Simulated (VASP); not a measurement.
Here is a VASP 6.6.1 calculation.

The input INCAR:

```
ALGO     = Normal         # electronic algorithm
EDIFF    = 1E-6           # SCF threshold, eV
ENCUT    = 520            # plane-wave cutoff, eV
GGA      = PE             # functional
ISIF     = 2              # what is computed and relaxed
ISMEAR   = 0              # smearing method
LASPH    = True           # aspherical terms in the spheres
LCHARG   = True           # write CHGCAR
LELF     = True           # ELF
LREAL    = False          # projectors in reciprocal space
LVHAR    = True         
LWAVE    = False          # write WAVECAR
NBANDS   = 16             # bands
NELM     = 100            # most SCF steps
PREC     = Accurate       # precision mode
SIGMA    = 0.016          # smearing width, eV
```

Contents of KPOINTS:

```
k-points
0
Gamma
  7 7 6
```

Contents of POSCAR:

```
Se
1.0
    4.3662000000      0.0000000000      0.0000000000
   -2.1831000000      3.7812401180      0.0000000000
    0.0000000000      0.0000000000      4.9536000000
Se
3
Direct
    0.7746000000      0.7746000000      0.0000000000
    0.0000000000      0.2254000000      0.6666666667
    0.2254000000      0.0000000000      0.3333333333
```

Potentials or basis: VASP PAW PBE potentials, release 64 (Se).

Run with:

```console
$ cat potpaw_PBE.64/Se/POTCAR > POTCAR
$ mpirun -np 1 vasp_std > vasp.out
```

(1) What does it give for the pressure?

(2) What does it give for the band gap on the k mesh?

Answers

(1) 2.9 GPa.

(2) 1.21 eV, indirect (least direct gap 1.47 eV).
